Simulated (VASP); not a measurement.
# Mn (P6_3/mmc) in VASP: further runs, part 2 of 3

VASP 6.6.1. Earlier steps stand in the parts before.

## Step 4: Single point, PBEsol, collinear spin, ferrimagnetic start

This run uses another cell than the first one, of 10.33 Å³/atom, 0.835 times its volume.

Input file INCAR:

```
ALGO = Normal ; EDIFF = 1E-6
ENCUT = 520 ; GGA = PS
ISIF = 2 ; ISMEAR = 0
ISPIN = 2 ; LASPH = T
LCHARG = F ; LMAXMIX = 4
LORBIT = 11 ; LREAL = F
LWAVE = F ; MAGMOM = 3.13 3.13 -2.48 -2.48
NBANDS = 38 ; NELM = 150
PREC = Accurate ; SIGMA = 0.1
```

Input file KPOINTS:

```
k-points
0
Gamma
  9 9 2
```

Input file POSCAR:

```
Mn
1.0
    2.4574210997      0.0000000000      0.0000000000
   -1.2287105498      2.1281891002      0.0000000000
    0.0000000000      0.0000000000      7.9027904711
Mn
4
Direct
    0.0000000000      0.0000000000      0.0000000000
    0.0000000000      0.0000000000      0.5000000000
    0.3333333333      0.6666666667      0.7500000000
    0.6666666667      0.3333333333      0.2500000000
```

Potentials or basis: VASP PAW PBE potentials, release 64 (Mn_pv).

Command:

```
cat potpaw_PBE.64/Mn_pv/POTCAR > POTCAR
mpirun -np 1 vasp_std > vasp.out
```

OUTCAR:

```text
EDIFF = 1E-6
   ENCUT = 520
   GGA = PS
   ISIF = 2
   ISMEAR = 0
   ISPIN = 2
   LASPH = T
   LORBIT = 11
   LREAL = F
   NELM = 150
   PREC = Accurate

 ion  position               nearest neighbor table
   1  0.000  0.000  0.000-   3 2.43   4 2.43   4 2.43   3 2.43   4 2.43   3 2.43
   2  0.000  0.000  0.500-   3 2.43   4 2.43   4 2.43   3 2.43   4 2.43   3 2.43
   3  0.333  0.667  0.750-   1 2.43   2 2.43   1 2.43   2 2.43   1 2.43   2 2.43
   4  0.667  0.333  0.250-   1 2.43   2 2.43   1 2.43   2 2.43   1 2.43   2 2.43

  LATTYP: Found a hexagonal cell.
 ALAT       =     2.4574210997
 C/A-ratio  =     3.2158877744

  Lattice vectors:

 A1 = (   2.4574210997,   0.0000000000,   0.0000000000)
 A2 = (  -1.2287105498,   2.1281891002,   0.0000000000)
 A3 = (   0.0000000000,   0.0000000000,   7.9027904711)

Analysis of symmetry for initial positions (statically):
=====================================================================
 Subroutine PRICEL returns:
 Original cell was already a primitive cell.

 Routine SETGRP: Setting up the symmetry group for a
 hexagonal supercell.

 Subroutine GETGRP returns: Found 24 space group operations
 (whereof 12 operations were pure point group operations)
 out of a pool of 24 trial point group operations.

The static configuration has the point symmetry D_3d.
 The point group associated with its full space group is D_6h.

Analysis of symmetry for dynamics (positions and initial velocities):
=====================================================================
 Subroutine PRICEL returns:
 Original cell was already a primitive cell.

 Routine SETGRP: Setting up the symmetry group for a
 hexagonal supercell.

 Subroutine GETGRP returns: Found 24 space group operations
 (whereof 12 operations were pure point group operations)
 out of a pool of 24 trial point group operations.

The dynamic configuration has the point symmetry D_3d.
 The point group associated with its full space group is D_6h.

Analysis of structural, dynamic, and magnetic symmetry:
=====================================================================
 Subroutine PRICEL returns:
 Original cell was already a primitive cell.

 Routine SETGRP: Setting up the symmetry group for a
 hexagonal supercell.

 Subroutine GETGRP returns: Found 24 space group operations
 (whereof 12 operations were pure point group operations)
 out of a pool of 24 trial point group operations.

The overall configuration has the point symmetry D_3d.
 The point group associated with its full space group is D_6h.

 Subroutine INISYM returns: Found 24 space group operations
 (whereof 12 operations are pure point group operations),
 and found     1 'primitive' translations

----------------------------------------------------------------------------------------

                                     Primitive cell

  volume of cell :      41.3305

  direct lattice vectors                    reciprocal lattice vectors
[... 82 lines left out ...]
   ISTART =      0    job   : 0-new  1-cont  2-samecut
   ICHARG =      2    charge: 1-file 2-atom 10-const
   ISPIN  =      2    spin polarized calculation?
   LNONCOLLINEAR =      F non collinear calculations
   LSORBIT =      F    spin-orbit coupling
   LASPH  =      T    aspherical Exc in radial PAW
   ENCUT  =  520.0 eV  38.22 Ry    6.18 a.u.   4.57  4.57 14.69*2*pi/ulx,y,z
   NELM   =    150;   NELMIN=  2; NELMDL= -5     # of ELM steps
   EDIFF  = 0.1E-05   stopping-criterion for ELM
   LREAL  =      F    real-space projection
   EDIFFG = 0.1E-04   stopping-criterion for IOM
   NSW    =      0    number of steps for IOM
   IBRION =     -1    ionic relax: 0-MD 1-quasi-New 2-CG
   NFREE  =      0    steps in history (QN), initial steepest desc. (CG)
   ISIF   =      2    stress and relaxation
   ISYM   =      2    0-nonsym 1-usesym 2-fastsym
   POTIM  = 0.5000    time-step for ionic-motion
   TEBEG  =    0.0;   TEEND  =   0.0 temperature during run
   PSTRESS=    0.0 pullay stress
   NELECT =      52.0000    total number of electrons
   NUPDOWN=      -1.0000    fix difference up-down
   EMIN   =  10.00;   EMAX   =-10.00  energy-range for DOS
   EFERMI =   0.00;   METHOD = LEGACY
   ISMEAR =     0;   SIGMA  =   0.10  broadening in eV -4-tet -1-fermi 0-gaus
   EFERMI_NEDOS =   21; number of points for ismear=-14 and -15
   IALGO  =     38    algorithm
   IMIX   =      4    mixing-type and parameters
     AMIX     =   0.40;   BMIX     =  1.00
     AMIX_MAG =   1.60;   BMIX_MAG =  1.00
  volume/ion in A,a.u.               =      10.33        69.73
  Fermi-wavevector in a.u.,A,eV,Ry     =   1.767336  3.339781 42.497491  3.123477
  Thomas-Fermi vector in A             =   2.834742
   LORBIT       =     11    0 simple, 1 ext, 2 COOP (PROOUT), +10 PAW based schemes
   GGA     = PS    functional components
   LHFCALC =     F    Hartree Fock is set to
   AEXX    =    0.0000 exact exchange contribution
   IVDW    =     0    specifies the selected vdW correction
   LEPSILON=     F    determine dielectric tensor
   LRPA    =     F    only Hartree local field effects (RPA)
 spin polarized calculation
 Gauss-broadening in eV      SIGMA  =   0.10
  energy-cutoff  :      520.00
  volume of cell :       41.33
 maximum number of plane-waves:      1138
   NGX =  9   NGY =  9   NGZ = 29

 number of electron      52.0000029 magnetization       0.0415077

 Free energy of the ion-electron system (eV)
  ---------------------------------------------------
  ext. energy  EPLUGINS =         0.00000000
  ---------------------------------------------------
  free energy    TOTEN  =       -38.82014067 eV

  energy without entropy =      -38.79734245  energy(sigma->0) =      -38.80874156

 E-fermi :  10.8156     XC(G=0): -14.4314

 val. band max:       10.8089232395   @ k =   0.3333  -0.0000   0.0000
 cond. band min:      10.8160623002   @ k =   0.1111   0.1111   0.0000
 fundamental gap:      0.0071390608
 Fermi energy:        10.8155546597

 spin component 1

 k-point     1 :       0.0000    0.0000    0.0000
  band No.  band energies     occupation
      1     -37.4817      1.00000
      2     -37.1052      1.00000
      3     -36.9627      1.00000
      4     -36.7510      1.00000
      5     -36.7510      1.00000
      6     -36.7331      1.00000
[... 973 lines left out ...]
     37      19.4222      0.00000
     38      19.4222      0.00000
 Fermi energy:        10.8155546597

 spin component 2

 k-point     1 :       0.0000    0.0000    0.0000
  band No.  band energies     occupation
      1     -37.4858      1.00000
      2     -37.1650      1.00000
      3     -36.8767      1.00000
      4     -36.7366      1.00000
      5     -36.7366      1.00000
      6     -36.7179      1.00000
[... 973 lines left out ...]
     37      19.4433      0.00000
     38      19.4433      0.00000

------------------------ aborting loop because EDIFF is reached ----------------------------------------

  FORCE on cell =-STRESS in cart. coord.  units (eV):
  Direction    XX          YY          ZZ          XY          YZ          ZX
  --------------------------------------------------------------------------------------
  -------------------------------------------------------------------------------------
  Total        0.0721534      0.0721534     -0.0451122      0.0000000      0.0000000      0.0000000
  in kB        2.7970286      2.7970286     -1.7487781      0.0000000      0.0000000      0.0000000
  external PRESSURE =       1.2817597 kB  Pullay stress =       0.0000000 kB

 VOLUME and BASIS-vectors are now :
 -----------------------------------------------------------------------------
  energy-cutoff  :      520.00
  volume of cell :       41.33
      direct lattice vectors                 reciprocal lattice vectors
     2.457421100  0.000000000  0.000000000     0.406930664  0.234941528  0.000000000
    -1.228710550  2.128189100  0.000000000     0.000000000  0.469883057  0.000000000
     0.000000000  0.000000000  7.902790471     0.000000000  0.000000000  0.126537582

 POSITION                                       TOTAL-FORCE (eV/Angst)
 -----------------------------------------------------------------------------------
      0.00000      0.00000      0.00000         0.000000      0.000000     -0.000000
      0.00000      0.00000      3.95140         0.000000      0.000000     -0.000000
     -0.00000      1.41879      5.92709        -0.000000     -0.000000     -0.000000
      1.22871      0.70940      1.97570         0.000000      0.000000      0.000000
 -----------------------------------------------------------------------------------
    total drift:                               -0.000000      0.000000      0.000000

  FREE ENERGIE OF THE ION-ELECTRON SYSTEM (eV)
  ---------------------------------------------------
  free  energy   TOTEN  =       -38.8201406725 eV

  energy  without entropy=      -38.7973424481  energy(sigma->0) =      -38.80874156

 total charge

# of ion       s       p       d       tot
------------------------------------------
    1        0.446   6.434   5.196  12.077
    2        0.446   6.434   5.196  12.077
    3        0.447   6.436   5.184  12.066
    4        0.447   6.436   5.184  12.066
--------------------------------------------------
tot          1.786  25.741  20.759  48.286

 magnetization (x)

# of ion       s       p       d       tot
------------------------------------------
    1        0.002   0.003   0.192   0.197
    2        0.002   0.003   0.192   0.197
    3       -0.001  -0.003  -0.172  -0.176
    4       -0.001  -0.003  -0.172  -0.176
--------------------------------------------------
tot          0.001  -0.001   0.040   0.041
```

OSZICAR:

```text
N       E                     dE             d eps       ncg     rms          rms(c)
DAV:   1     0.623252364093E+03    0.62325E+03   -0.28231E+04  3848   0.191E+03
DAV:   2    -0.499836080141E+01   -0.62825E+03   -0.59984E+03  3666   0.538E+02
DAV:   3    -0.430702596782E+02   -0.38072E+02   -0.36875E+02  3810   0.154E+02
[... 15 lines left out ...]
DAV:  19    -0.388201146490E+02   -0.51149E-04   -0.11760E-03  5000   0.325E-01    0.133E-02
DAV:  20    -0.388201339633E+02   -0.19314E-04   -0.21331E-04  4010   0.104E-01    0.967E-03
DAV:  21    -0.388201371671E+02   -0.32038E-05   -0.40755E-05  4436   0.527E-02    0.615E-03
DAV:  22    -0.388201404123E+02   -0.32452E-05   -0.12203E-04  3922   0.110E-01    0.557E-03
DAV:  23    -0.388201408310E+02   -0.41874E-06   -0.28193E-05  3998   0.475E-02    0.239E-03
DAV:  24    -0.388201406725E+02    0.15847E-06   -0.53293E-06  2890   0.176E-02
   1 F= -.38820141E+02 E0= -.38808742E+02  d E =-.227982E-01  mag=     0.0414
```

stdout:

```text
POSCAR found type information on POSCAR Mn
 POSCAR found :  1 types and       4 ions
 scaLAPACK will be used
 -----------------------------------------------------------------------------
|                                                                             |
|                                                                             |
|     You enforced a specific xc type in the INCAR file but a different       |
|     I HOPE YOU KNOW WHAT YOU ARE DOING!                                     |
|                                                                             |
 -----------------------------------------------------------------------------

 LDA part: xc-table for (Slater+PW92), standard interpolation
 POSCAR, INCAR and KPOINTS ok, starting setup
 FFT: planning ... GRIDC
 FFT: planning ... GRID_SOFT
 FFT: planning ... GRID
 WAVECAR not read
 entering main loop
```

It took 78 s on 1 thread of Intel Xeon Platinum 8488C (Sapphire Rapids), shared host; peak memory 0.19 GiB.

What came out:

```
Free energy                                           : -38.8201 eV
Pressure                                              : 0.1 GPa
Net moment                                            : 0.04 μB per cell
Site moments                                          : Mn +0.20, -0.18 μB
Valence electrons inside the program's atomic spheres : Mn 12.08, 12.07
```

Levels at points of the mesh, in eV from the Fermi level:
Spin up:
| k point | band 23 | band 24 | band 25 | band 26 | band 27 | band 28 | band 29 | band 30 |
| --- | --- | --- | --- | --- | --- | --- | --- | --- |
| (0.00, 0.00, 0.00) | -1.04 | -0.78 | -0.78 | -0.74 | -0.74 | 0.18 | 0.18 | 0.81 |
| (0.00, 0.00, 0.50) | -0.94 | -0.94 | -0.94 | -0.94 | -0.65 | -0.65 | 0.51 | 0.51 |
Spin down:
| k point | band 22 | band 23 | band 24 | band 25 | band 26 | band 27 | band 28 | band 29 | band 30 | band 31 |
| --- | --- | --- | --- | --- | --- | --- | --- | --- | --- | --- |
| (0.00, 0.00, 0.00) | -1.21 | -1.03 | -0.88 | -0.88 | -0.68 | -0.68 | 0.30 | 0.30 | 0.62 | 0.62 |
| (0.00, 0.00, 0.50) | -1.14 | -0.95 | -0.95 | -0.95 | -0.95 | -0.65 | -0.65 | 0.53 | 0.53 | 0.53 |

Caveat: the k points lie up to 0.40 Å⁻¹ apart; the PAW data sets were made with another functional, which shifts forces and pressure a little.

## Step 5: Relaxation of cell and atoms, PBEsol, collinear spin, ferrimagnetic start

This run uses another cell than the first one, of 13.93 Å³/atom, 1.126 times its volume.

Input file INCAR:

```
ALGO = Normal
EDIFF = 1E-6
EDIFFG = -0.04
ENCUT = 600
GGA = PS
IBRION = 2
ISIF = 3
ISMEAR = 0
ISPIN = 2
LASPH = T
LCHARG = F
LMAXMIX = 4
LORBIT = 11
LREAL = F
LWAVE = F
MAGMOM = 3.13 3.13 -2.48 -2.48
NELM = 150
NSW = 90
PREC = Accurate
SIGMA = 0.1
```

KPOINTS is that of step 4.

Input file POSCAR:

```
Mn
1.0
    2.7123478499      0.0000000000      0.0000000000
   -1.3561739249      2.3489621419      0.0000000000
    0.0000000000      0.0000000000      8.7478571597
Mn
4
Direct
    0.0000000000      0.0000000000      0.0000000000
    0.0000000000      0.0000000000      0.5000000000
    0.3333333333      0.6666666667      0.7500000000
    0.6666666667      0.3333333333      0.2500000000
```

Command:

```
cat potpaw_PBE.64/Mn_pv/POTCAR > POTCAR
mpirun -np 1 vasp_std > vasp.out
```

Wall time 6.9 min (1 thread of Intel Xeon Platinum 8488C (Sapphire Rapids), shared host); peak memory 0.27 GiB.

The run converged. Its results:

```
Free energy                                           : -38.8345 eV
Relaxed volume                                        : 10.32 Å³/atom
Relaxed cell                                          : a = 2.455 Å, b = 2.455 Å, c = 7.908 Å, α = 90.00°, β = 90.00°, γ = 120.00°
Space group after relaxing (to 0.05 Å)                : P6_3/mmc (No. 194)
Energy gained by relaxing                             : 490.3 meV/atom
Ionic steps                                           : 7
Pressure after relaxing                               : 0.2 GPa
Band gap on the k mesh                                : zero (filled and empty bands overlap)
Net moment                                            : 0.00 μB per cell
Valence electrons inside the program's atomic spheres : Mn 12.08, 12.07
```

Stress tensor (GPa, compression positive):
```
 0.46  0.00  0.00
 0.00  0.46  0.00
 0.00  0.00 -0.28
```

Step by step:
```csv
step,energy change (eV),largest force (eV/Å),pressure (GPa),volume (Å³)
1,0.0000,0.0000,-23.58,55.73
2,-1.9512,0.0000,4.30,40.77
3,-1.9588,0.0000,-0.14,41.34
4,-1.9573,0.0000,1.85,41.08
5,-1.9562,0.0000,-3.38,41.78
6,-1.9605,0.0000,-0.70,41.40
7,-1.9611,0.0000,0.22,41.29
```

Final structure:
```
Mn
1.0
     2.45542    0.00000    0.00000
    -1.22771    2.12646    0.00000
     0.00000    0.00000    7.90796
Mn
4
Direct
  0.00000 0.00000 0.00000
  0.00000 0.00000 0.50000
  0.33333 0.66667 0.75000
  0.66667 0.33333 0.25000
```

Levels at points of the mesh, in eV from the Fermi level:
Spin up:
```tsv
k point	band 23	band 24	band 25	band 26	band 27	band 28	band 29	band 30
(0.00, 0.00, 0.00)	-1.06	-0.82	-0.82	-0.75	-0.75	0.23	0.23	0.71
(0.00, 0.00, 0.50)	-0.97	-0.97	-0.97	-0.97	-0.68	-0.68	0.51	0.51
```
Spin down:
```csv
k point,band 23,band 24,band 25,band 26,band 27,band 28,band 29,band 30
"(0.00, 0.00, 0.00)",-1.06,-0.82,-0.82,-0.75,-0.75,0.23,0.23,0.78
"(0.00, 0.00, 0.50)",-0.97,-0.97,-0.97,-0.97,-0.68,-0.68,0.51,0.51
```

Caveat: the starting moments collapsed, and a magnetic state may lie lower; the volume moved by over 15 % at a fixed basis, so the end points are rough; the PAW data sets were made with another functional, which shifts forces and pressure a little.

[end of part 2 of 3]
